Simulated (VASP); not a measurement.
Input of a VASP 6.6.1 run:

INCAR

```
SYSTEM = PbS
ALGO = Normal
EDIFF = 1E-7
ENCUT = 520
GGA = VW
ISIF = 2
ISMEAR = -1
LASPH = .True.
LCHARG = .False.
LREAL = .False.
LWAVE = .False.
NBANDS = 17
NELM = 100
PREC = Accurate
SIGMA = 0.05
```

The input KPOINTS:

```
k-points
0
Gamma
  8 8 8
  0 0 0
```

File POSCAR:

```
PbS
1.0
    0.0000000000      2.9256673838      2.9256673838
    2.9256673838      0.0000000000      2.9256673838
    2.9256673838      2.9256673838      0.0000000000
Pb S
1 1
Direct
    0.0000000000      0.0000000000      0.0000000000
    0.5000000000      0.5000000000      0.5000000000
```

Potentials or basis: VASP PAW PBE potentials, release 64 (Pb_d, S).

Launch:

```sh
$ cat potpaw_PBE.64/Pb_d/POTCAR potpaw_PBE.64/S/POTCAR > POTCAR
$ mpirun -np 1 vasp_std > vasp.out
```

(1) Predict the pressure.

(2) What does it give for the band gap on the k mesh?

## Answers

(1) -0.3 GPa.

(2) 0.09 eV, direct.

Caveat: the PAW data sets were made with another functional, which shifts forces and pressure a little; spin-orbit coupling is left out, which moves the levels of the heavy elements.
